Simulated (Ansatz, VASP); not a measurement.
## BiH4: VASP beside Ansatz

```
Bi H
1.0
    -2.45971    2.45971    2.45971
     2.45971   -2.45971    2.45971
     2.45971    2.45971   -2.45971
Bi H
1 4
Cartesian
  0.0000 0.0000 0.0000
  1.2299 1.2299 1.2299
  -1.2299 1.2299 1.2299
  1.2299 1.2299 -1.2299
  1.2299 -1.2299 1.2299
```

Change from the starting cell: species swapped into the Hg4Pt type (Im-3m, No. 229).

Alike in both runs: task relaxation of cell and atoms; functional PBE; k mesh 12 × 12 × 12; occupations gaussian, width 0.1 eV; no spin polarisation.

|  | VASP | Ansatz |
| --- | --- | --- |
| version | VASP 6.6.1 | Ansatz 0.2.0 |
| potentials or method | VASP PAW PBE potentials, release 64 (Bi_d, H), cutoff 600 eV | scalar-relativistic, plane waves, PAW |
| valence electrons in the cell | 19 | 19 |

```tsv
	VASP	Ansatz	Ansatz less VASP
gap on the k mesh at the Fermi level, each at its own relaxed structure (eV)	none	none	-
relaxed volume (Å³/atom)	11.77	11.76	-0.017
relaxed cell length with the largest relative difference (Å)	4.245	4.243	-0.0020
```

A gap of «none» marks a metal or a gap that the smearing closes.

Spin-orbit coupling is off throughout.
